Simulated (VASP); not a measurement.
Write the native input for VASP 6.6.1 that does the following.

* Task: single point
* Functional: PBEsol
* Potentials or basis: VASP PAW PBE potentials, release 64 (Re)
* Cutoff: 520 eV
* k mesh: 18 × 18 × 10
* Occupations: fermi-dirac, width 0.05 eV
* Spin: no spin polarisation
* Dipole correction: no
* Further INCAR settings: ALGO = Normal; EDIFF = 1e-06; NBANDS = 14

The structure of Re lies in POSCAR:

```
Re
1.0
    2.6371536987      0.0000000000      0.0000000000
   -1.3185768494      2.2838420967      0.0000000000
    0.0000000000      0.0000000000      4.2167694387
Re
2
Direct
    0.3333333333      0.6666666667      0.2500000000
    0.6666666667      0.3333333333      0.7500000000
```

These files were run (other wordings do the same):

INCAR

```
SYSTEM = Re
PREC     = Accurate       ! precision mode
ENCUT    = 520            ! plane-wave cutoff, eV
EDIFF    = 1E-6           ! SCF threshold, eV
ISMEAR   = -1             ! smearing method
SIGMA    = 0.05           ! smearing width, eV
LREAL    = .FALSE.        ! projectors in reciprocal space
LASPH    = .TRUE.         ! aspherical terms in the spheres
NELM     = 100            ! most SCF steps
ALGO     = Normal         ! electronic algorithm
ISIF     = 2              ! what is computed and relaxed
LWAVE    = .FALSE.        ! write WAVECAR
LCHARG   = .TRUE.         ! write CHGCAR
GGA      = PS             ! functional
LELF     = .TRUE.         ! ELF
LVHAR    = .TRUE.       
NBANDS   = 14             ! bands
```

KPOINTS

```
regular mesh
0
G
  18 18 10
  0 0 0
```

Potentials or basis: VASP PAW PBE potentials, release 64 (Re).

Run with:

```console
$ cat potpaw_PBE.64/Re/POTCAR > POTCAR
$ mpirun -np 1 vasp_std > vasp.out
```

Results of the run:

```yaml
Pressure: 74.0 GPa
Band_gap_on_the_k_mesh: zero (bands 7 and 8 overlap by 4.27 eV)
```

Caveat: the stress differs along the axes, from 72 to 79 GPa; the PAW data sets were made with another functional, which shifts forces and pressure a little; spin-orbit coupling is left out, which moves the levels of the heavy elements.

It took 94 s on 1 thread of Intel Xeon 8259CL (shared host), peak memory 0.19 GiB.
